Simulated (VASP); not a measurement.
# NaGa12O18 (a cell with a defect) in VASP: further runs

Runs on NaGa12O18 (a cell with a defect). Level: PBE. Tasks: single point.

Program: VASP 6.6.1. These are calculated values, not measurements. Logs are shortened: lines on timing, memory, paths and dates and some standing lists are left out, and cuts for length are marked.

### 1 The cell of the first run

The cell holds a defect, 31 atoms: a = 9.250 Å, b = 5.877 Å, c = 6.416 Å, α = 103.29°, β = 103.90°, γ = 90.00°.

### 2 Single point, PBE

Input file INCAR:

```
  PREC = Accurate
  ENCUT = 520
  EDIFF = 1E-6
  ISMEAR = -1
  SIGMA = 0.01
  LREAL = Auto
  LASPH = T
  NELM = 100
  ALGO = Normal
  ISIF = 2
  LWAVE = F
  LCHARG = F
  GGA = PE
  NELECT = 270.0
  NBANDS = 156
```

Input file KPOINTS:

```
regular mesh
0
Gamma
  1 1 1
```

Input file POSCAR:

```
NaGa12O18
1.0
    0.0000000000      9.2496621800      0.0000000000
   -1.3977182400      0.0000000000      5.7085775500
    6.2279771500     -1.5416103600      0.0067278600
Ga O Na
12 18 1
Direct
    0.1346286693      0.6433235340      0.6799660525
    0.2190188165      0.3224811089      0.3180181430
    0.3072020321      0.1900166487      0.8280827966
    0.0112970011      0.8755897805      0.0462013267
    0.4465177530      0.6819774914      0.6806923463
    0.5458846082      0.2948961821      0.3161889848
    0.6341109454      0.2082503438      0.8237036168
    0.3570120694      0.7824826329      0.1819610479
    0.7660327625      0.6809250222      0.6801130161
    0.8856031687      0.3470171370      0.3155182067
    0.9713026740      0.2567774685      0.8486960411
    0.6817031222      0.7981080725      0.1607011693
    0.1690001332      0.7081263669     -0.0059871544
    0.1683193763      0.2536006955      0.9949319287
    0.2825028837      0.4075136512      0.6475639146
    0.0652590346      0.5616881960      0.3668884425
    0.0459785445      0.1134260852      0.2904929907
    0.2788805641      0.8819655571      0.6775142626
    0.4906282083      0.7301712647      0.0015919607
    0.5005006334      0.2573837039      0.9993023012
    0.6069143174      0.4242435403      0.6392597209
    0.3955739145      0.5625500816      0.3564630146
    0.3783369835      0.0966432910      0.3100954040
    0.6082609576      0.8950232508      0.6858590229
    0.8253667806      0.7295882207      0.0016443162
    0.8255018949      0.2745680402      0.9986905231
    0.9379533879      0.4387937594      0.6466834968
    0.7394654773      0.6011234047      0.3633290702
    0.7209164092      0.1104689206      0.3157913682
    0.9513320080      0.9200768503      0.7562505582
    0.9440804441      0.8826226244      0.4246969244
```

Potentials or basis: VASP PAW PBE potentials, release 64 (Ga_d, O, Na_pv).

Run with:

```console
cat potpaw_PBE.64/Ga_d/POTCAR potpaw_PBE.64/O/POTCAR potpaw_PBE.64/Na_pv/POTCAR > POTCAR
mpirun -np 1 vasp_gam > vasp.out
```

OUTCAR:

```text
PREC = Accurate
   ENCUT = 520
   EDIFF = 1E-6
   ISMEAR = -1
   LREAL = Auto
   LASPH = T
   NELM = 100
   ISIF = 2
   GGA = PE
   NELECT = 270.0

 ion  position               nearest neighbor table
   1  0.135  0.643  0.680-  16 1.90  13 1.91  18 1.94  15 1.96  27 2.12  30 2.41  31 2.73   5 2.89
                             2 2.90   4 2.92
   2  0.219  0.322  0.318-  14 1.96  17 1.97  23 1.99  15 2.00  16 2.03  22 2.09   1 2.90
   3  0.307  0.190  0.828-  18 1.83  14 1.85  20 1.85  15 1.89
   4  0.011  0.876  0.046-  17 1.81  13 1.81  25 1.85  30 1.89  31 2.64  11 2.80   9 2.86   1 2.92

   5  0.447  0.682  0.681-  24 1.94  18 1.94  19 1.95  22 1.97  21 2.14  15 2.15   1 2.89
   6  0.546  0.295  0.316-  23 1.93  20 1.93  29 1.95  21 1.98  22 2.11
   7  0.634  0.208  0.824-  24 1.84  26 1.84  20 1.84  21 1.90
   8  0.357  0.782  0.182-  23 1.83  13 1.85  19 1.87  22 1.88
   9  0.766  0.681  0.680-  24 1.93  28 1.93  25 1.96  21 2.04  30 2.11  27 2.15   4 2.86
  10  0.886  0.347  0.316-  26 1.92  16 2.00  27 2.00  17 2.03  28 2.03  29 2.06
  11  0.971  0.257  0.849-  26 1.83  27 1.83  14 1.84  30 1.93   4 2.80
  12  0.682  0.798  0.161-  19 1.81  25 1.85  29 1.87  28 1.92  31 2.58
  13  0.169  0.708  0.994-   4 1.81   8 1.85   1 1.91
  14  0.168  0.254  0.995-  11 1.84   3 1.85   2 1.96
  15  0.283  0.408  0.648-   3 1.89   1 1.96   2 2.00   5 2.15
  16  0.065  0.562  0.367-   1 1.90  10 2.00   2 2.03  31 2.20
  17  0.046  0.113  0.290-   4 1.81   2 1.97  10 2.03  31 2.10
  18  0.279  0.882  0.678-   3 1.83   1 1.94   5 1.94
  19  0.491  0.730  0.002-  12 1.81   8 1.87   5 1.95
  20  0.501  0.257  0.999-   7 1.84   3 1.85   6 1.93
  21  0.607  0.424  0.639-   7 1.90   6 1.98   9 2.04   5 2.14
  22  0.396  0.563  0.356-   8 1.88   5 1.97   2 2.09   6 2.11
  23  0.378  0.097  0.310-   8 1.83   6 1.93   2 1.99
  24  0.608  0.895  0.686-   7 1.84   9 1.93   5 1.94
  25  0.825  0.730  0.002-   4 1.85  12 1.85   9 1.96
  26  0.826  0.275  0.999-  11 1.83   7 1.84  10 1.92
  27  0.938  0.439  0.647-  11 1.83  10 2.00   1 2.12   9 2.15
  28  0.739  0.601  0.363-  12 1.92   9 1.93  10 2.03
  29  0.721  0.110  0.316-  12 1.87   6 1.95  10 2.06
  30  0.951  0.920  0.756-   4 1.89  11 1.93  31 2.07   9 2.11   1 2.41
  31  0.944  0.883  0.425-  30 2.07  17 2.10  16 2.20  12 2.58   4 2.64   1 2.73

  LATTYP: Found a triclinic cell.
 ALAT       =     5.8771994966
 B/A-ratio  =     1.6412011407
 C/A-ratio  =     2.7541529852
 COS(alpha) =     0.0064926560
 COS(beta)  =     0.5439765005
 COS(gamma) =     0.7621873503

  Lattice vectors:

 A1 = (   1.3977182400,   0.0000000000,  -5.7085775500)
 A2 = (   7.6256953900,  -1.5416103600,  -5.7018496900)
 A3 = (  -9.6605178200,  -6.1664414600, -11.4306108200)

Analysis of symmetry for initial positions (statically):
=====================================================================
[... 163 lines left out ...]
   NFREE  =      0    steps in history (QN), initial steepest desc. (CG)
   ISIF   =      2    stress and relaxation
   ISYM   =      2    0-nonsym 1-usesym 2-fastsym
   POTIM  = 0.5000    time-step for ionic-motion
   TEBEG  =    0.0;   TEEND  =   0.0 temperature during run
   PSTRESS=    0.0 pullay stress
   NELECT =     270.0000    total number of electrons
   NUPDOWN=      -1.0000    fix difference up-down
   EMIN   =  10.00;   EMAX   =-10.00  energy-range for DOS
   EFERMI =   0.00;   METHOD = LEGACY
   ISMEAR =    -1;   SIGMA  =   0.01  broadening in eV -4-tet -1-fermi 0-gaus
   EFERMI_NEDOS =   21; number of points for ismear=-14 and -15
   IALGO  =     38    algorithm
   IMIX   =      4    mixing-type and parameters
     AMIX     =   0.40;   BMIX     =  1.00
     AMIX_MAG =   1.60;   BMIX_MAG =  1.00
  volume/ion in A,a.u.               =      10.61        71.61
  Fermi-wavevector in a.u.,A,eV,Ry     =   1.532819  2.896608 31.967351  2.349534
  Thomas-Fermi vector in A             =   2.639972
   LORBIT       =      0    0 simple, 1 ext, 2 COOP (PROOUT), +10 PAW based schemes
   GGA     = PE    functional components
[... 5 lines left out ...]
 non-spin polarized calculation
  energy-cutoff  :      520.00
  volume of cell :      328.94
 maximum number of plane-waves:      4413
 NGX is ok and might be reduce to    70
   NGX = 35   NGY = 21   NGZ = 23

 number of electron     269.9999977 magnetization

 Free energy of the ion-electron system (eV)
  ---------------------------------------------------
  ext. energy  EPLUGINS =         0.00000000
  ---------------------------------------------------
  free energy    TOTEN  =      -181.46214804 eV

  energy without entropy =     -181.46214804  energy(sigma->0) =     -181.46214804

 E-fermi :   4.0930     XC(G=0): -11.4389

 val. band max:        3.7984768560   @ k =   0.0000   0.0000   0.0000
 cond. band min:       5.8987240714   @ k =   0.0000   0.0000   0.0000
 fundamental gap:      2.1002472154
 Fermi energy:         4.0929534610

 k-point     1 :       0.0000    0.0000    0.0000
  band No.  band energies     occupation
      1     -17.5652      2.00000
      2     -17.4591      2.00000
      3     -17.4186      2.00000
      4     -15.0903      2.00000
      5     -14.4396      2.00000
      6     -14.3763      2.00000
[... 139 lines left out ...]
    146      11.0344      0.00000
    147      11.2293      0.00000
 [bands above 147 left out]

------------------------ aborting loop because EDIFF is reached ----------------------------------------

  FORCE on cell =-STRESS in cart. coord.  units (eV):
  Direction    XX          YY          ZZ          XY          YZ          ZX
  --------------------------------------------------------------------------------------
  -------------------------------------------------------------------------------------
  Total       10.0166480      5.5581383     12.7074363     -1.0391651     -0.0482162     -4.7481985
  in kB       48.7884874     27.0722459     61.8946174     -5.0615027     -0.2348487    -23.1272398
  external PRESSURE =      45.9184502 kB  Pullay stress =       0.0000000 kB

 VOLUME and BASIS-vectors are now :
 -----------------------------------------------------------------------------
  energy-cutoff  :      520.00
  volume of cell :      328.94
      direct lattice vectors                 reciprocal lattice vectors
     0.000000000  9.249662180  0.000000000     0.026753887  0.108112056  0.006550563
    -1.397718240  0.000000000  5.708577550    -0.000189185  0.000000000  0.175128666
     6.227977150 -1.541610360  0.006727860     0.160523321  0.000000000  0.039303377

 POSITION                                       TOTAL-FORCE (eV/Angst)
 -----------------------------------------------------------------------------------
      3.33563      0.19703      3.67704         0.013157     -0.025644      0.028500
      1.52987      1.53559      1.84305        -0.011458      0.006540     -0.007766
      4.89169      1.56493      1.09030        -0.007342      0.000198     -0.010880
     -0.93609      0.03327      4.99868         0.034582      0.006039     -0.005642
      3.28612      3.08078      3.89770         0.014809     -0.002773     -0.004050
      1.55704      4.56181      1.68556        -0.015748      0.017789      0.019454
[... 23 lines left out ...]
      3.42390      7.63366      5.25742        -0.014984      0.005486     -0.015362
      1.41134      8.07771      5.04138        -0.019133     -0.007242     -0.007119
 -----------------------------------------------------------------------------------
    total drift:                               -0.005100      0.013813      0.002687

  FREE ENERGIE OF THE ION-ELECTRON SYSTEM (eV)
  ---------------------------------------------------
  free  energy   TOTEN  =      -181.4621480376 eV

  energy  without entropy=     -181.4621480376  energy(sigma->0) =     -181.46214804
```

OSZICAR:

```text
N       E                     dE             d eps       ncg     rms          rms(c)
DAV:   1     0.658177647288E+04    0.65818E+04   -0.11819E+05   392   0.356E+03
DAV:   2     0.186226843618E+04   -0.47195E+04   -0.43590E+04   312   0.109E+03
DAV:   3     0.939310570450E+02   -0.17683E+04   -0.16615E+04   416   0.385E+02
[... 11 lines left out ...]
DAV:  15    -0.181462111670E+03   -0.24300E-05   -0.67449E-04   432   0.268E-01    0.160E-02
DAV:  16    -0.181462140915E+03   -0.29245E-04   -0.33606E-04   432   0.107E-01    0.170E-02
DAV:  17    -0.181462146480E+03   -0.55650E-05   -0.10935E-04   400   0.814E-02    0.762E-03
DAV:  18    -0.181462147755E+03   -0.12749E-05   -0.26529E-05   432   0.485E-02    0.457E-03
DAV:  19    -0.181462148038E+03   -0.28263E-06   -0.60374E-06   304   0.282E-02
   1 F= -.18146215E+03 E0= -.18146215E+03  d E =-.997647E-13
```

Run time: 2 min. Hardware: 1 thread of AMD EPYC 7R13 (Zen 3), shared host; peak memory 0.34 GiB.

What came out:

```
Free energy   : -181.4621 eV
Largest force : 0.051 eV/Å
```

Forces in eV/Å, atoms in the order of the input:
```
Ga   0.013 -0.026  0.029
Ga  -0.011  0.007 -0.008
Ga  -0.007  0.000 -0.011
Ga   0.035  0.006 -0.006
Ga   0.015 -0.003 -0.004
Ga  -0.016  0.018  0.019
Ga  -0.007 -0.003 -0.009
Ga   0.009 -0.006  0.001
Ga   0.004  0.004  0.001
Ga  -0.016 -0.015 -0.013
Ga   0.003  0.003  0.022
Ga  -0.006 -0.012 -0.006
O    0.012  0.009 -0.008
O    0.006  0.007 -0.002
O    0.014  0.023 -0.012
O   -0.044  0.008  0.024
O    0.010  0.003  0.004
O   -0.009 -0.010  0.025
O   -0.006 -0.001 -0.004
O    0.011  0.000  0.010
O    0.012 -0.001 -0.004
O   -0.011  0.008 -0.002
O    0.009 -0.011 -0.017
O   -0.013  0.001  0.025
O    0.014 -0.006 -0.009
O    0.002 -0.004 -0.007
O    0.007 -0.005  0.000
O   -0.011 -0.011 -0.011
O    0.016  0.016 -0.003
O   -0.015  0.005 -0.015
Na  -0.019 -0.007 -0.007
```

Levels at points of the mesh, in eV from the Fermi level:
```
           k point  band 133  band 134  band 135  band 136  band 137  band 138
(0.00, 0.00, 0.00)     -0.52     -0.34     -0.29      1.81      4.92      5.08
```

Caveat: the k points lie up to 1.10 Å⁻¹ apart; the cell carries a net charge on a neutralising background, which shifts energy and pressure; the cell is charged against a uniform background, so pressure and absolute levels hang on convention.

### 3 Single point, PBE

Input file INCAR:

```
PREC = Accurate
ENCUT = 520
EDIFF = 1E-7
ISMEAR = -1
SIGMA = 0.01
LREAL = Auto
LASPH = T
NELM = 80
ALGO = Normal
ISIF = 2
LWAVE = F
LCHARG = F
GGA = PE
NBANDS = 156
NELECT = 270.0
```

Input file KPOINTS:

```
Automatic mesh
0
Gamma
  1 1 1
```

Input file POSCAR:

```
NaGa12O18
1.0
    0.0000000000      9.2496621800      0.0000000000
   -1.3977182400      0.0000000000      5.7085775500
    6.2279771500     -1.5416103600      0.0067278600
Ga O Na
12 18 1
Direct
    0.1367674713      0.6002777595      0.6881621545
    0.2161380304      0.3225806283      0.3081912123
    0.3082888497      0.1755293252      0.8371510386
    0.0034725994      0.8633891985      0.0356434884
    0.4466109031      0.6785345277      0.6852146344
    0.5442646253      0.2944217056      0.3189514894
    0.6276719320      0.2141981843      0.8222605167
    0.3603929276      0.7793972310      0.1799182462
    0.7582316918      0.6987997516      0.6754638075
    0.8811114486      0.3460530381      0.3199227607
    0.9607803354      0.2535769662      0.8558774418
    0.6924635814      0.8026751460      0.1774236908
    0.1683115918      0.7078676589     -0.0011038033
    0.1623967573      0.2559007283      0.9857290686
    0.2860523427      0.3845275147      0.6449097394
    0.0665066590      0.5548600711      0.3738565486
    0.0372861655      0.1164075951      0.2643063677
    0.2735819831      0.8663885812      0.6884203361
    0.4986636803      0.7323633309      0.0081944080
    0.4984843055      0.2586352064      1.0037169365
    0.6033839130      0.4303675917      0.6397617616
    0.3916749642      0.5618834405      0.3574399327
    0.3728052625      0.0953242614      0.2974290712
    0.5964848845      0.9035699007      0.6731932424
    0.8182640427      0.7242310657     -0.0082050766
    0.8153717732      0.2810703559      1.0037480891
    0.9435070786      0.4285612707      0.6499468138
    0.7371435320      0.5967060773      0.3671424787
    0.7194831892      0.1148019470      0.3252420050
    0.9356634267      0.9223749223      0.7500491958
    1.0389035912      0.9227308719      0.4887527197
```

Potentials or basis: VASP PAW PBE potentials, release 64 (Ga_d, O, Na_pv).

Run with:

```console
cat potpaw_PBE.64/Ga_d/POTCAR potpaw_PBE.64/O/POTCAR potpaw_PBE.64/Na_pv/POTCAR > POTCAR
mpirun -np 1 vasp_gam > vasp.out
```

Run time: 2.4 min. Hardware: 1 thread of AMD EPYC 7R13 (Zen 3), shared host; peak memory 0.34 GiB.

Results (log left out):

| Item | Value |
| --- | --- |
| Free energy | -181.3263 eV |
| Largest force | 0.076 eV/Å |

Forces in eV/Å, atoms in the order of the input:
```
Ga  -0.007 -0.004  0.025
Ga   0.006  0.026 -0.020
Ga   0.002  0.002  0.017
Ga   0.057  0.018 -0.004
Ga  -0.005 -0.007 -0.004
Ga  -0.015  0.044  0.055
Ga   0.016  0.008  0.009
Ga  -0.006 -0.027  0.025
Ga  -0.018  0.029  0.007
Ga  -0.018 -0.020 -0.017
Ga  -0.031  0.009  0.010
Ga  -0.005 -0.006  0.009
O    0.019 -0.014 -0.032
O    0.007 -0.015 -0.023
O   -0.004  0.007 -0.025
O   -0.035 -0.011  0.043
O   -0.038  0.011  0.005
O    0.015 -0.031  0.013
O    0.003  0.000 -0.017
O    0.001 -0.009  0.005
O    0.001  0.002 -0.013
O    0.003 -0.011  0.009
O    0.001  0.022 -0.026
O    0.000 -0.005  0.026
O    0.022  0.004 -0.005
O    0.003  0.023 -0.004
O   -0.007 -0.023  0.010
O    0.002 -0.066 -0.038
O    0.019  0.039 -0.025
O   -0.015  0.010 -0.023
Na   0.025 -0.006  0.009
```

Levels at points of the mesh, in eV from the Fermi level:
| k point | band 132 | band 133 | band 134 | band 135 | band 136 | band 137 | band 138 | band 139 |
| --- | --- | --- | --- | --- | --- | --- | --- | --- |
| (0.00, 0.00, 0.00) | -0.63 | -0.52 | -0.35 | -0.29 | 1.80 | 4.99 | 5.01 | 5.32 |

Caveat: the k points lie up to 1.10 Å⁻¹ apart; the cell carries a net charge on a neutralising background, which shifts energy and pressure; the cell is charged against a uniform background, so pressure and absolute levels hang on convention.

### 4 Single point, PBE

Input file INCAR:

```
SYSTEM = NaGa12O18
PREC = Accurate
ENCUT = 520
EDIFF = 1E-6
ISMEAR = -1
SIGMA = 0.01
LREAL = Auto
LASPH = .True.
NELM = 80
ALGO = Normal
ISIF = 2
LWAVE = .False.
LCHARG = .False.
GGA = PE
NELECT = 270.0
NBANDS = 156
```

Input file KPOINTS:

```
Automatic mesh
0
Gamma
  1 1 1
  0 0 0
```

Input file POSCAR:

```
NaGa12O18
1.0
    0.0000000000      9.2496621800      0.0000000000
   -1.3977182400      0.0000000000      5.7085775500
    6.2279771500     -1.5416103600      0.0067278600
Ga O Na
12 18 1
Direct
    0.1178024833      0.6229387563      0.6822081648
    0.2210962440      0.3192426311      0.3064396677
    0.3114480705      0.1942792738      0.8311259916
    0.0096467996      0.7958110019      0.0927754773
    0.4408613861      0.6863368169      0.6826918894
    0.5493220882      0.3040159336      0.3212710271
    0.6294194075      0.2161643304      0.8201948569
    0.3610882131      0.7868664687      0.1807025923
    0.7574107002      0.6997310118      0.6843565247
    0.8784718435      0.3368089081      0.3175197832
    0.9698426170      0.2082244757      0.8700289062
    0.6864815531      0.7958594415      0.1842576217
    0.1732927189      0.7035516504     -0.0010637524
    0.1713750038      0.2587480136      0.9900471164
    0.2728478885      0.4009768607      0.6335587908
    0.0479431069      0.5852009505      0.3573189158
    0.0373220715      0.1106760436      0.2382959810
    0.2724796117      0.8808231987      0.6884005108
    0.4955855669      0.7345711087      0.0054787351
    0.5005251192      0.2648192086      1.0025492207
    0.6007516145      0.4343743951      0.6430097476
    0.3890094987      0.5678378747      0.3578339003
    0.3811932894      0.1002134956      0.3119103015
    0.5983808258      0.9051352492      0.6730575509
    0.8109208750      0.7225042306     -0.0014016844
    0.8172893883      0.2777057340      0.9988735058
    0.9587231025      0.3761830666      0.6401428325
    0.7272005968      0.5814613195      0.3705436029
    0.7191605629      0.1083265329      0.3235183628
    0.9485989944      0.8755196478      0.7564357845
    1.0497503968      0.9896804497      0.5204334149
```

Run with:

```console
cat potpaw_PBE.64/Ga_d/POTCAR potpaw_PBE.64/O/POTCAR potpaw_PBE.64/Na_pv/POTCAR > POTCAR
mpirun -np 1 vasp_gam > vasp.out
```

Run time: 2.2 min. Hardware: 1 thread of AMD EPYC 7R13 (Zen 3), shared host; peak memory 0.34 GiB.

Results (log left out):

| Item | Value |
| --- | --- |
| Free energy | -181.1930 eV |
| Largest force | 0.049 eV/Å |

Forces on the atoms (eV/Å):
```
Ga   0.018 -0.013  0.034
Ga  -0.005 -0.014  0.007
Ga   0.005  0.001  0.008
Ga   0.016  0.004 -0.022
Ga   0.021 -0.004 -0.005
Ga  -0.018  0.003  0.006
Ga  -0.002  0.006 -0.001
Ga  -0.001 -0.004  0.011
Ga   0.007  0.014 -0.006
Ga  -0.009 -0.010 -0.016
Ga   0.019 -0.008  0.011
Ga   0.000  0.001  0.005
O    0.010  0.003 -0.006
O   -0.011  0.008 -0.002
O    0.010  0.022 -0.014
O   -0.040  0.017  0.022
O   -0.033 -0.001  0.010
O   -0.010 -0.013  0.006
O   -0.010  0.002 -0.010
O    0.009  0.000  0.006
O    0.010 -0.001 -0.002
O   -0.007  0.005  0.001
O    0.015 -0.002 -0.023
O   -0.017 -0.001  0.025
O    0.009 -0.001 -0.009
O   -0.006 -0.011  0.001
O    0.002 -0.020 -0.002
O   -0.008 -0.008 -0.006
O    0.014  0.011 -0.016
O   -0.004  0.013 -0.015
Na   0.019  0.000  0.001
```

Levels at points of the mesh, in eV from the Fermi level:
```
           k point  band 132  band 133  band 134  band 135  band 136  band 137  band 138  band 139
(0.00, 0.00, 0.00)     -0.61     -0.37     -0.32     -0.27      1.68      4.72      4.92      5.23
```

Caveat: the k points lie up to 1.10 Å⁻¹ apart; the cell carries a net charge on a neutralising background, which shifts energy and pressure; the cell is charged against a uniform background, so pressure and absolute levels hang on convention.
